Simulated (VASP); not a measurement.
**MgS: single point with PBEsol**

The system is MgS.

```
CELL_PARAMETERS angstrom
0.00000 2.75626 2.75626
2.75626 0.00000 2.75626
2.75626 2.75626 0.00000
ATOMIC_POSITIONS crystal
S 0.25000 0.25000 0.25000
Mg 0.00000 0.00000 0.00000
```

```
Program             : VASP 6.6.1
Task                : single point
Functional          : PBEsol
Potentials or basis : VASP PAW PBE potentials, release 64 (S, Mg)
Cutoff              : 520 eV
k mesh              : 8 × 8 × 8
Occupations         : fermi-dirac, width 0.05 eV
Spin                : no spin polarisation
```

The pressure is 5.0 GPa and the band gap on the k mesh is 3.63 eV, indirect (least direct gap 3.70 eV).

Levels at points of the mesh, in eV from the valence-band top:
| k point | band 1 | band 2 | band 3 | band 4 | band 5 | band 6 | band 7 | band 8 | band 9 |
| --- | --- | --- | --- | --- | --- | --- | --- | --- | --- |
| (0.00, 0.00, 0.00) | -11.55 | 0.00 | 0.00 | 0.00 | 3.70 | 8.07 | 8.07 | 8.07 | 10.95 |
| (0.50, 0.00, 0.00) | -10.73 | -3.47 | -0.36 | -0.36 | 5.28 | 7.65 | 7.65 | 8.80 | 13.35 |
| (0.50, 0.50, 0.00) | -10.46 | -3.09 | -1.15 | -1.15 | 3.63 | 5.64 | 11.83 | 12.81 | 12.81 |

It took 16 s on 1 thread of Intel(R) Xeon(R) Platinum 8488C (Sapphire Rapids) (shared host), peak memory 0.17 GiB.

Caveat: the PAW data sets were made with another functional, which shifts forces and pressure a little. A k mesh can miss the band edges.
